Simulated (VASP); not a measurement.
Hf6B3Ru7W8, 24 atoms in the cell. The cell holds a disordered packing, 24 atoms: a = 7.377 Å, b = 7.258 Å, c = 6.959 Å, α = 91.78°, β = 90.90°, γ = 92.39°. 

| Property | Result |
| --- | --- |
| Program | VASP 6.6.1 |
| Task | single point |
| Functional | PBE |
| Potentials or basis | VASP PAW PBE potentials, release 64 (W_sv, Ru_pv, Hf_pv, B) |
| Cutoff | 520 eV |
| k mesh | 1 × 1 × 1, shifted |
| Occupations | fermi-dirac, width 0.262 eV |
| Spin | no spin polarisation |
| Dipole correction | no |
| Further INCAR settings | LREAL = Auto; ALGO = Normal; EDIFF = 1e-06; NBANDS = 158; ISYM = 0 |

Potentials or basis: VASP PAW PBE potentials, release 64 (W_sv, Ru_pv, Hf_pv, B).

Run with:

```console
$ cat potpaw_PBE.64/W_sv/POTCAR potpaw_PBE.64/Ru_pv/POTCAR potpaw_PBE.64/Hf_pv/POTCAR potpaw_PBE.64/B/POTCAR > POTCAR
$ mpirun -np 1 vasp_std > vasp.out
```

Hardware: 1 thread of Intel(R) Xeon(R) Platinum 8259CL CPU @ 2.50GHz (Skylake/Cascade Lake), on a shared host.

Question: How long does it take, and how much memory?

Answer: It took 3.9 min on 1 thread of Intel(R) Xeon(R) Platinum 8259CL CPU @ 2.50GHz (Skylake/Cascade Lake), on a shared host, peak memory 0.44 GiB. Counts: scf iterations 23, k points 1.
